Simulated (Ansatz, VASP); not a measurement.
Two plane-wave programs on MgC2

```
Mg C
1.0
     3.95078    0.00000    0.00000
     0.00000    3.95078    0.00000
     0.00000    0.00000    4.98709
Mg C
2 4
Direct
  0.50000 0.50000 0.00000
  0.00000 0.00000 0.50000
  0.88765 0.88765 0.00000
  0.61235 0.38766 0.50000
  0.11235 0.11235 0.00000
  0.38766 0.61235 0.50000
```

Alike in both runs: task single point; functional LDA; k mesh 3 × 3 × 2; no spin polarisation.

|  | VASP | Ansatz |
| --- | --- | --- |
| version | VASP 6.6.1 | Ansatz 0.2.0 |
| potentials or method | VASP PAW LDA potentials, release 64 (Mg_sv, C) | plane waves, PAW |
| plane-wave cutoff (eV) | 840 | 420 |
| occupations | gaussian, width 0.01 eV | fixed |
| valence electrons in the cell | 36 | 36 |

```csv
,VASP,Ansatz,Ansatz less VASP
gap on the k mesh at the Fermi level (eV),2.51,2.52,+0.008
rms of the force components (eV/Å),0.218,0.249,+0.0309
```

LDA's correlation is that of Perdew and Zunger in VASP and of Perdew and Wang (1992) in Ansatz. Atom by atom the forces differ by 0.031 eV/Å (rms over components).

The k mesh is coarse, so the values compare programs but aren't converged.
